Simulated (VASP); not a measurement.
Here is a VASP 6.6.1 calculation.

The input INCAR:

```
ALGO     = Normal         # electronic algorithm
EDIFF    = 1E-6           # SCF threshold, eV
ENCUT    = 520            # plane-wave cutoff, eV
GGA      = PS             # functional
ISIF     = 2              # what is computed and relaxed
ISMEAR   = 0              # smearing method
LASPH    = T              # aspherical terms in the spheres
LCHARG   = T              # write CHGCAR
LELF     = T              # ELF
LREAL    = F              # projectors in reciprocal space
LVHAR    = T            
LWAVE    = F              # write WAVECAR
NBANDS   = 13             # bands
NELM     = 100            # most SCF steps
PREC     = Accurate       # precision mode
SIGMA    = 0.15           # smearing width, eV
```

File KPOINTS:

```
k-points
0
Gamma
  16 16 16
```

The input POSCAR:

```
Pb
1.0
    0.0000000000      2.3710080000      2.3710080000
    2.3710080000      0.0000000000      2.3710080000
    2.3710080000      2.3710080000      0.0000000000
Pb
1
Direct
    0.0000000000      0.0000000000      0.0000000000
```

Potentials or basis: VASP PAW PBE potentials, release 64 (Pb_d).

Command:

```console
$ cat potpaw_PBE.64/Pb_d/POTCAR > POTCAR
$ mpirun -np 1 vasp_std > vasp.out
```

Estimate the band gap on the k mesh.

zero (bands 7 and 8 overlap by 10.43 eV).

What does it give for the pressure?

7.5 GPa.

Caveat: the cell differs from its parent crystal (strain -0.040 along x and y, -0.040 along z); the cell stands under pressure; the PAW data sets were made with another functional, which shifts forces and pressure a little; spin-orbit coupling is left out, which moves the levels of the heavy elements.
